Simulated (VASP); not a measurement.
# PbSe (P6_3/mmc) in VASP: settings compared

The runs below take PbSe through single point, relaxation of cell and atoms, with r2SCAN, PBE, PBEsol.

All numbers are computed with VASP 6.6.1; they aren't measurements. Logs are shortened: lines on timing, memory, paths and dates and some standing lists are left out, and cuts for length are marked.

## 1. The cell of the first run

The structure is hexagonal, space group P6_3/mmc (No. 194). The conventional cell has a = 5.174 Å, b = 5.174 Å, c = 6.213 Å, α = 90.00°, β = 90.00°, γ = 120.00°. Pb (site symmetry -6m2) has 5 Se at 2.99 to 3.11 Å within 3.9 Å. Within 3.9 Å of Se (site symmetry -6m2) lie 5 Pb at 2.99 to 3.11 Å.

## 2. Single point, r2SCAN

File POSCAR:

```
PbSe
1.0
    5.1741302563      0.0000000000      0.0000000000
   -2.5870651281      4.4809282444      0.0000000000
    0.0000000000      0.0000000000      6.2132838678
Pb Se
2 2
Direct
    0.3333333333      0.6666666667      0.2500000000
    0.6666666667      0.3333333333      0.7500000000
    0.6666666667      0.3333333333      0.2500000000
    0.3333333333      0.6666666667      0.7500000000
```

File INCAR.step1:

```
PREC = Accurate ; ENCUT = 520
ISMEAR = 0 ; SIGMA = 0.01
LREAL = F ; LASPH = T
NELM = 100 ; NBANDS = 28
GGA = PE ; ALGO = Normal
EDIFF = 1E-4 ; LWAVE = T
LCHARG = F
```

File INCAR.step2:

```
PREC = Accurate ; ENCUT = 520
EDIFF = 1E-6 ; ISMEAR = 0
SIGMA = 0.01 ; LREAL = F
LASPH = T ; NELM = 100
ALGO = Normal ; ISIF = 2
LWAVE = F ; LCHARG = F
METAGGA = R2SCAN ; LMIXTAU = T
NBANDS = 28 ; ISTART = 1
```

File KPOINTS:

```
Automatic mesh
0
Gamma
  6 6 4
```

Potentials or basis: VASP PAW PBE potentials, release 64 (Pb_d, Se).

The run is started by

```bash
> cat potpaw_PBE.64/Pb_d/POTCAR potpaw_PBE.64/Se/POTCAR > POTCAR
> cp INCAR.step1 INCAR
> mpirun -np 1 vasp_std > vasp.out
> cp INCAR.step2 INCAR
> mpirun -np 1 vasp_std > vasp.out
```

OUTCAR:

```text
PREC = Accurate
   ENCUT = 520
   EDIFF = 1E-6
   ISMEAR = 0
   LREAL = F
   LASPH = T
   NELM = 100
   ISIF = 2
   METAGGA = R2SCAN
   ISTART = 1

 ion  position               nearest neighbor table
   1  0.333  0.667  0.250-   3 2.99   3 2.99   3 2.99   4 3.11   4 3.11
   2  0.667  0.333  0.750-   4 2.99   4 2.99   4 2.99   3 3.11   3 3.11
   3  0.667  0.333  0.250-   1 2.99   1 2.99   1 2.99   2 3.11   2 3.11
   4  0.333  0.667  0.750-   2 2.99   2 2.99   2 2.99   1 3.11   1 3.11

  LATTYP: Found a hexagonal cell.
 ALAT       =     5.1741302563
 C/A-ratio  =     1.2008363841

  Lattice vectors:

 A1 = (   5.1741302563,   0.0000000000,   0.0000000000)
 A2 = (  -2.5870651281,   4.4809282444,   0.0000000000)
 A3 = (   0.0000000000,   0.0000000000,   6.2132838678)

Analysis of symmetry for initial positions (statically):
=====================================================================
 Subroutine PRICEL returns:
 Original cell was already a primitive cell.

 Routine SETGRP: Setting up the symmetry group for a
 hexagonal supercell.

 Subroutine GETGRP returns: Found 24 space group operations
 (whereof 12 operations were pure point group operations)
 out of a pool of 24 trial point group operations.

The static configuration has the point symmetry D_3d.
 The point group associated with its full space group is D_6h.

Analysis of symmetry for dynamics (positions and initial velocities):
=====================================================================
 Subroutine PRICEL returns:
 Original cell was already a primitive cell.

 Routine SETGRP: Setting up the symmetry group for a
 hexagonal supercell.

 Subroutine GETGRP returns: Found 24 space group operations
 (whereof 12 operations were pure point group operations)
 out of a pool of 24 trial point group operations.

The dynamic configuration has the point symmetry D_3d.
 The point group associated with its full space group is D_6h.

 Subroutine INISYM returns: Found 24 space group operations
 (whereof 12 operations are pure point group operations),
 and found     1 'primitive' translations

----------------------------------------------------------------------------------------

                                     Primitive cell

[... 86 lines left out ...]
   LSORBIT =      F    spin-orbit coupling
   LASPH  =      T    aspherical Exc in radial PAW
   ENCUT  =  520.0 eV  38.22 Ry    6.18 a.u.   9.62  9.62 11.55*2*pi/ulx,y,z
   NELM   =    100;   NELMIN=  2; NELMDL=  0     # of ELM steps
   EDIFF  = 0.1E-05   stopping-criterion for ELM
   LREAL  =      F    real-space projection
   EDIFFG = 0.1E-04   stopping-criterion for IOM
   NSW    =      0    number of steps for IOM
   IBRION =     -1    ionic relax: 0-MD 1-quasi-New 2-CG
   NFREE  =      0    steps in history (QN), initial steepest desc. (CG)
   ISIF   =      2    stress and relaxation
   ISYM   =      2    0-nonsym 1-usesym 2-fastsym
   POTIM  = 0.5000    time-step for ionic-motion
   TEBEG  =    0.0;   TEEND  =   0.0 temperature during run
   PSTRESS=    0.0 pullay stress
   NELECT =      40.0000    total number of electrons
   NUPDOWN=      -1.0000    fix difference up-down
   EMIN   =  10.00;   EMAX   =-10.00  energy-range for DOS
   EFERMI =   0.00;   METHOD = LEGACY
   ISMEAR =     0;   SIGMA  =   0.01  broadening in eV -4-tet -1-fermi 0-gaus
   EFERMI_NEDOS =   21; number of points for ismear=-14 and -15
   IALGO  =     38    algorithm
   IMIX   =      4    mixing-type and parameters
     AMIX     =   0.40;   BMIX     =  1.00
     AMIX_MAG =   1.60;   BMIX_MAG =  1.00
  volume/ion in A,a.u.               =      36.01       243.03
  Fermi-wavevector in a.u.,A,eV,Ry     =   1.068036  2.018296 15.520184  1.140701
  Thomas-Fermi vector in A             =   2.203672
   LORBIT       =      0    0 simple, 1 ext, 2 COOP (PROOUT), +10 PAW based schemes
   METAGGA = R2SCAN    functional components
   LHFCALC =     F    Hartree Fock is set to
   AEXX    =    0.0000 exact exchange contribution
   IVDW    =     0    specifies the selected vdW correction
   LEPSILON=     F    determine dielectric tensor
   LRPA    =     F    only Hartree local field effects (RPA)
 non-spin polarized calculation
 Gauss-broadening in eV      SIGMA  =   0.01
  energy-cutoff  :      520.00
  volume of cell :      144.05
 maximum number of plane-waves:      3912
 NGX is ok and might be reduce to    40
   NGX = 19   NGY = 19   NGZ = 23

 number of electron      39.9999997 magnetization

 Free energy of the ion-electron system (eV)
  ---------------------------------------------------
  ext. energy  EPLUGINS =         0.00000000
  ---------------------------------------------------
  free energy    TOTEN  =      -143.40181556 eV

  energy without entropy =     -143.40181556  energy(sigma->0) =     -143.40181556

 E-fermi :   2.9544     XC(G=0):  -8.7478

 val. band max:        2.9045351214   @ k =   0.3333   0.3333   0.5000
 cond. band min:       4.3820350122   @ k =   0.3333   0.3333   0.5000
 fundamental gap:      1.4774998908
 Fermi energy:         2.9544086374

 k-point     1 :       0.0000    0.0000    0.0000
  band No.  band energies     occupation
      1     -14.5637      2.00000
      2     -14.4743      2.00000
      3     -14.4743      2.00000
      4     -14.4737      2.00000
      5     -14.4737      2.00000
      6     -14.4681      2.00000
[... 640 lines left out ...]
     27       9.5979      0.00000
     28       9.5979      0.00000

------------------------ aborting loop because EDIFF is reached ----------------------------------------

  FORCE on cell =-STRESS in cart. coord.  units (eV):
  Direction    XX          YY          ZZ          XY          YZ          ZX
  --------------------------------------------------------------------------------------
  -------------------------------------------------------------------------------------
  Total        0.0023247      0.0023247     -0.0220839      0.0000000     -0.0000000     -0.0000000
  in kB        0.0258556      0.0258556     -0.2456173      0.0000000     -0.0000000     -0.0000000
  external PRESSURE =      -0.0646354 kB  Pullay stress =       0.0000000 kB

 VOLUME and BASIS-vectors are now :
 -----------------------------------------------------------------------------
  energy-cutoff  :      520.00
  volume of cell :      144.05
      direct lattice vectors                 reciprocal lattice vectors
     5.174130256  0.000000000  0.000000000     0.193269197  0.111584023  0.000000000
    -2.587065128  4.480928244  0.000000000     0.000000000  0.223168046  0.000000000
     0.000000000  0.000000000  6.213283868     0.000000000  0.000000000  0.160945487

 POSITION                                       TOTAL-FORCE (eV/Angst)
 -----------------------------------------------------------------------------------
     -0.00000      2.98729      1.55332         0.000000     -0.000000      0.000000
      2.58707      1.49364      4.65996        -0.000000      0.000000      0.000000
      2.58707      1.49364      1.55332        -0.000000     -0.000000      0.000000
     -0.00000      2.98729      4.65996        -0.000000     -0.000000      0.000000
 -----------------------------------------------------------------------------------
    total drift:                                0.000000     -0.000000      0.000000

  FREE ENERGIE OF THE ION-ELECTRON SYSTEM (eV)
  ---------------------------------------------------
  free  energy   TOTEN  =      -143.4018155597 eV

  energy  without entropy=     -143.4018155597  energy(sigma->0) =     -143.40181556
```

It took 2.6 min on 1 thread of AMD EPYC 9R45 (Zen 5), shared host; peak memory 0.29 GiB.

Results:

| Item | Value |
| --- | --- |
| Free energy | -143.4018 eV |
| Pressure | 0.0 GPa |
| Band gap on the k mesh | 1.48 eV, direct |

Levels at points of the mesh, in eV from the valence-band top:
| k point | band 17 | band 18 | band 19 | band 20 | band 21 | band 22 | band 23 | band 24 |
| --- | --- | --- | --- | --- | --- | --- | --- | --- |
| (0.00, 0.00, 0.00) | -3.02 | -1.82 | -1.82 | -1.81 | 1.96 | 1.96 | 3.46 | 3.46 |
| (0.50, 0.00, 0.00) | -2.82 | -2.22 | -2.13 | -0.66 | 2.93 | 3.44 | 4.35 | 4.41 |
| (0.00, 0.00, 0.50) | -2.44 | -2.44 | -1.33 | -1.33 | 2.36 | 2.36 | 2.36 | 2.36 |
| (0.50, 0.00, 0.50) | -1.80 | -1.80 | -0.68 | -0.68 | 1.68 | 1.68 | 3.18 | 3.18 |

Caveat: the PAW data sets were made with another functional, which shifts forces and pressure a little; spin-orbit coupling is left out, which moves the levels of the heavy elements. A k mesh can miss the band edges.

## 3. Relaxation of cell and atoms, PBE

This run uses another cell than the first one, of 25.81 Å³/atom, 0.717 times its volume.

File INCAR:

```
PREC = Accurate ; ENCUT = 600
EDIFF = 1E-7 ; ISMEAR = -1
SIGMA = 0.02 ; LREAL = False
LASPH = True ; NELM = 80
ALGO = Normal ; ISIF = 3
LWAVE = False ; LCHARG = False
GGA = PE ; IBRION = 2
NSW = 80 ; EDIFFG = -0.005
```

File KPOINTS:

```
regular mesh
0
Gamma
  6 6 4
```

File POSCAR:

```
PbSe
1.0
    4.5688448777      0.0000000000      0.0000000000
   -2.2844224388      3.9567357300      0.0000000000
    0.0000000000      0.0000000000      5.7107526000
Pb Se
2 2
Direct
    0.3333333333      0.6666666667      0.2500000000
    0.6666666667      0.3333333333      0.7500000000
    0.6666666667      0.3333333333      0.2500000000
    0.3333333333      0.6666666667      0.7500000000
```

Potentials or basis: VASP PAW PBE potentials, release 64 (Pb_d, Se).

The run is started by

```bash
> cat potpaw_PBE.64/Pb_d/POTCAR potpaw_PBE.64/Se/POTCAR > POTCAR
> mpirun -np 1 vasp_std > vasp.out
```

It took 2.1 min on 1 thread of AMD EPYC 9R45 (Zen 5), shared host; peak memory 0.27 GiB.

Results (log left out):

| Quantity | Value |
| --- | --- |
| Free energy | -16.0727 eV |
| Relaxed volume | 36.77 Å³/atom |
| Relaxed cell | a = 5.208 Å, b = 5.208 Å, c = 6.261 Å, α = 90.00°, β = 90.00°, γ = 120.00° |
| Space group after relaxing (to 0.05 Å) | P6_3/mmc (No. 194) |
| Energy gained by relaxing | 698.7 meV/atom |
| Ionic steps | 5 |
| Pressure after relaxing | 0.0 GPa |
| Band gap on the k mesh | 1.18 eV, direct |

The path:
| step | energy change (eV) | largest force (eV/Å) | pressure (GPa) | volume (Å³) |
| --- | --- | --- | --- | --- |
| 1 | 0.0000 | 0.0000 | 27.34 | 103.24 |
| 2 | -2.1039 | 0.0000 | -4.93 | 183.80 |
| 3 | -2.7943 | 0.0000 | 0.14 | 146.51 |
| 4 | -2.7945 | 0.0000 | -0.09 | 147.48 |
| 5 | -2.7947 | 0.0000 | 0.01 | 147.07 |

Final structure:
```cif
data_structure
_symmetry_space_group_name_H-M 'P 1'
_symmetry_Int_Tables_number 1
_cell_length_a 5.2079
_cell_length_b 5.2079
_cell_length_c 6.2614
_cell_angle_alpha 90.000
_cell_angle_beta 90.000
_cell_angle_gamma 120.000
_cell_volume 147.07
loop_
_atom_site_label
_atom_site_type_symbol
_atom_site_fract_x
_atom_site_fract_y
_atom_site_fract_z
_atom_site_occupancy
Pb1 Pb 0.33333 0.66667 0.25000 1
Pb2 Pb 0.66667 0.33333 0.75000 1
Se1 Se 0.66667 0.33333 0.25000 1
Se2 Se 0.33333 0.66667 0.75000 1
```

Levels at points of the mesh, in eV from the valence-band top:
| k point | band 17 | band 18 | band 19 | band 20 | band 21 | band 22 | band 23 | band 24 |
| --- | --- | --- | --- | --- | --- | --- | --- | --- |
| (0.00, 0.00, 0.00) | -2.78 | -1.61 | -1.61 | -1.59 | 1.80 | 1.80 | 3.20 | 3.20 |
| (0.50, 0.00, 0.00) | -2.59 | -2.00 | -1.99 | -0.60 | 2.64 | 3.20 | 4.03 | 4.15 |
| (0.00, 0.00, 0.50) | -2.22 | -2.22 | -1.24 | -1.24 | 2.18 | 2.18 | 2.18 | 2.18 |
| (0.50, 0.00, 0.50) | -1.63 | -1.63 | -0.63 | -0.63 | 1.41 | 1.41 | 2.94 | 2.94 |

Caveat: the volume moved by over 15 % at a fixed basis, so the end points are rough; spin-orbit coupling is left out, which moves the levels of the heavy elements. A k mesh can miss the band edges.

## 4. Relaxation of cell and atoms, PBEsol

This run uses another cell than the first one, of 36.75 Å³/atom, 1.020 times its volume.

File INCAR:

```
PREC = Accurate
ENCUT = 600
EDIFF = 1E-6
ISMEAR = -1
SIGMA = 0.02
LREAL = False
LASPH = True
NELM = 100
ALGO = Normal
ISIF = 3
LWAVE = False
LCHARG = False
GGA = PS
IBRION = 2
NSW = 80
EDIFFG = -0.005
```

File KPOINTS:

```
Automatic mesh
0
Gamma
  6 6 4
```

File POSCAR:

```
PbSe
1.0
    5.2067026455      0.0000000000      0.0000000000
   -2.6033513227      4.5091367610      0.0000000000
    0.0000000000      0.0000000000      6.2611014084
Pb Se
2 2
Direct
    0.3333333333      0.6666666667      0.2500000000
    0.6666666667      0.3333333333      0.7500000000
    0.6666666667      0.3333333333      0.2500000000
    0.3333333333      0.6666666667      0.7500000000
```

Potentials or basis: VASP PAW PBE potentials, release 64 (Pb_d, Se).

The run is started by

```bash
> cat potpaw_PBE.64/Pb_d/POTCAR potpaw_PBE.64/Se/POTCAR > POTCAR
> mpirun -np 1 vasp_std > vasp.out
```

OUTCAR:

```text
PREC = Accurate
   ENCUT = 600
   EDIFF = 1E-6
   ISMEAR = -1
   LREAL = False
   LASPH = True
   NELM = 100
   ISIF = 3
   GGA = PS
   IBRION = 2
   NSW = 80
   EDIFFG = -0.005

 ion  position               nearest neighbor table
   1  0.333  0.667  0.250-   3 3.01   3 3.01   3 3.01   4 3.13   4 3.13
   2  0.667  0.333  0.750-   4 3.01   4 3.01   4 3.01   3 3.13   3 3.13
   3  0.667  0.333  0.250-   1 3.01   1 3.01   1 3.01   2 3.13   2 3.13
   4  0.333  0.667  0.750-   2 3.01   2 3.01   2 3.01   1 3.13   1 3.13

  LATTYP: Found a hexagonal cell.
 ALAT       =     5.2067026455
 C/A-ratio  =     1.2025079661

  Lattice vectors:

 A1 = (   5.2067026455,   0.0000000000,   0.0000000000)
 A2 = (  -2.6033513227,   4.5091367610,   0.0000000000)
 A3 = (   0.0000000000,   0.0000000000,   6.2611014084)

Analysis of symmetry for initial positions (statically):
[... 285 lines left out ...]

  energy  without entropy=      -17.3366494896  energy(sigma->0) =      -17.33664949

[... ionic steps 4 to 12 ...]

--------------------------------------- Ionic step       13  -------------------------------------------

 number of electron      39.9999990 magnetization

------------------------ aborting loop because EDIFF is reached ----------------------------------------
[... 71 lines left out ...]
--------------------------------------- Ionic step       15  -------------------------------------------

 number of electron      39.9999990 magnetization

 Free energy of the ion-electron system (eV)
  ---------------------------------------------------
  ext. energy  EPLUGINS =         0.00000000
  ---------------------------------------------------
  free energy    TOTEN  =       -17.33667006 eV

  energy without entropy =      -17.33667006  energy(sigma->0) =      -17.33667006

 E-fermi :   3.7080     XC(G=0):  -8.5416

 val. band max:        3.2706490883   @ k =   0.3333   0.3333   0.5000
 cond. band min:       4.3126669758   @ k =   0.3333   0.3333   0.5000
 fundamental gap:      1.0420178875
 Fermi energy:         3.7079844931

 k-point     1 :       0.0000    0.0000    0.0000
  band No.  band energies     occupation
      1     -13.5697      2.00000
      2     -13.4737      2.00000
      3     -13.4737      2.00000
      4     -13.4729      2.00000
      5     -13.4729      2.00000
      6     -13.4645      2.00000
[... 587 lines left out ...]
  FREE ENERGIE OF THE ION-ELECTRON SYSTEM (eV)
  ---------------------------------------------------
  free  energy   TOTEN  =       -17.3366700564 eV

  energy  without entropy=      -17.3366700563  energy(sigma->0) =      -17.33667006

 reached required accuracy - stopping structural energy minimisation
```

OSZICAR:

```text
N       E                     dE             d eps       ncg     rms          rms(c)
DAV:   1     0.412788987601E+03    0.41279E+03   -0.19711E+04  1008   0.179E+03
DAV:   2     0.312266712968E+02   -0.38156E+03   -0.37673E+03  1024   0.435E+02
DAV:   3    -0.160763214112E+02   -0.47303E+02   -0.46462E+02  1344   0.165E+02
DAV:   4    -0.179361717959E+02   -0.18599E+01   -0.18591E+01  1096   0.395E+01
[... 94 lines left out ...]
       N       E                     dE             d eps       ncg     rms          rms(c)
DAV:   1    -0.173367294943E+02   -0.57377E-04   -0.22109E-03  1184   0.554E-01    0.366E-02
DAV:   2    -0.173366839071E+02    0.45587E-04   -0.10157E-04  1184   0.137E-01    0.175E-02
DAV:   3    -0.173366696705E+02    0.14237E-04   -0.43828E-05  1280   0.905E-02    0.442E-03
DAV:   4    -0.173366700564E+02   -0.38587E-06   -0.45182E-06   992   0.221E-02
  15 F= -.17336670E+02 E0= -.17336670E+02  d E =-.369047E-05
```

CONTCAR:

```text
PbSe
   1.00000000000000
     5.1217351969612857   -0.0000000000009403    0.0000000000000000
    -2.5608675984322735    4.4355527920689779    0.0000000000000000
    -0.0000000000000000    0.0000000000000000    6.1466929757461646
  Pb              Se
     2     2
Direct
     0.3333333332999970    0.6666666667000030    0.2500000000000000
     0.6666666667000030    0.3333333332999970    0.7500000000000000
     0.6666666667000030    0.3333333332999970    0.2500000000000000
     0.3333333332999970    0.6666666667000030    0.7500000000000000

  0.00000000E+00  0.00000000E+00  0.00000000E+00
  0.00000000E+00  0.00000000E+00  0.00000000E+00
  0.00000000E+00  0.00000000E+00  0.00000000E+00
  0.00000000E+00  0.00000000E+00  0.00000000E+00
```

It took 3.8 min on 1 thread of AMD EPYC 9R45 (Zen 5), shared host; peak memory 0.31 GiB.

What came out:

```yaml
Free_energy: -17.3367 eV
Relaxed_volume: 34.91 Å³/atom
Relaxed_cell: a = 5.122 Å, b = 5.122 Å, c = 6.147 Å, α = 90.00°, β = 90.00°, γ = 120.00°
Space_group_after_relaxing_to_0.05_Å: P6_3/mmc (No. 194)
Energy_gained_by_relaxing: 11.3 meV/atom
Ionic_steps: 15
Pressure_after_relaxing: 0.0 GPa
Band_gap_on_the_k_mesh: 1.04 eV, direct
```

Step by step:
| step | energy change (eV) | largest force (eV/Å) | pressure (GPa) | volume (Å³) |
| --- | --- | --- | --- | --- |
| 1 | 0.0000 | 0.0000 | -1.87 | 147.00 |
| 2 | -0.0424 | 0.0000 | 0.49 | 138.04 |
| 3 | -0.0450 | 0.0000 | 0.00 | 139.67 |
| 4 | -0.0450 | 0.0000 | -0.01 | 139.82 |
| 5 | -0.0450 | 0.0000 | -0.04 | 139.80 |
| 6 | -0.0450 | 0.0000 | -0.04 | 139.80 |
| 7 | -0.0450 | 0.0000 | -0.01 | 139.68 |
| 8 | -0.0450 | 0.0000 | 0.00 | 139.69 |
| 9 | -0.0450 | 0.0000 | -0.01 | 139.72 |
| 10 | -0.0450 | 0.0000 | -0.02 | 139.73 |
| 11 | -0.0450 | 0.0000 | -0.02 | 139.72 |
| 12 | -0.0450 | 0.0000 | -0.03 | 139.72 |
| 13 | -0.0450 | 0.0000 | -0.02 | 139.72 |
| 14 | -0.0450 | 0.0000 | -0.01 | 139.68 |
| 15 | -0.0450 | 0.0000 | 0.00 | 139.64 |

Final structure:
```yaml
crystal:
  lattice:
    - [5.12174, 0.00000, 0.00000]
    - [-2.56087, 4.43555, 0.00000]
    - [0.00000, 0.00000, 6.14669]
  atoms:
    - { symbol: Pb, position: [0.33333, 0.66667, 0.25000] }
    - { symbol: Pb, position: [0.66667, 0.33333, 0.75000] }
    - { symbol: Se, position: [0.66667, 0.33333, 0.25000] }
    - { symbol: Se, position: [0.33333, 0.66667, 0.75000] }
```

Caveat: the PAW data sets were made with another functional, which shifts forces and pressure a little; spin-orbit coupling is left out, which moves the levels of the heavy elements.

## 5. The runs side by side

```csv
task,level,cell,cutoff (eV),smearing,gap on the mesh (eV),pressure (GPa),relaxed volume (Å³/atom)
single point,r2SCAN,"a = 5.174, b = 5.174, c = 6.213 Å, angles 90.0, 90.0, 120.0°, 4 atoms",520,gaussian 0.01 eV,1.48,0.0,-
relaxation of cell and atoms,PBE,"relaxed from a = 4.569, b = 4.569, c = 5.711 Å, angles 90.0, 90.0, 120.0°, 4 atoms",600,fermi-dirac 0.02 eV,1.18,0.0,36.77
relaxation of cell and atoms,PBEsol,"relaxed from a = 5.207, b = 5.207, c = 6.261 Å, angles 90.0, 90.0, 120.0°, 4 atoms",600,fermi-dirac 0.02 eV,1.04,0.0,34.91
```

Alike in all rows: potentials or basis VASP PAW PBE potentials, release 64 (Pb_d, Se); no spin polarisation; k mesh 6 × 6 × 4.

Caveats: spin-orbit coupling is left out, which moves the levels of the heavy elements; the PAW data sets were made with another functional, which shifts forces and pressure a little (some runs); the volume moved by over 15 % at a fixed basis, so the end points are rough (some runs).

Absolute energies hang on the potentials; compare differences alone.
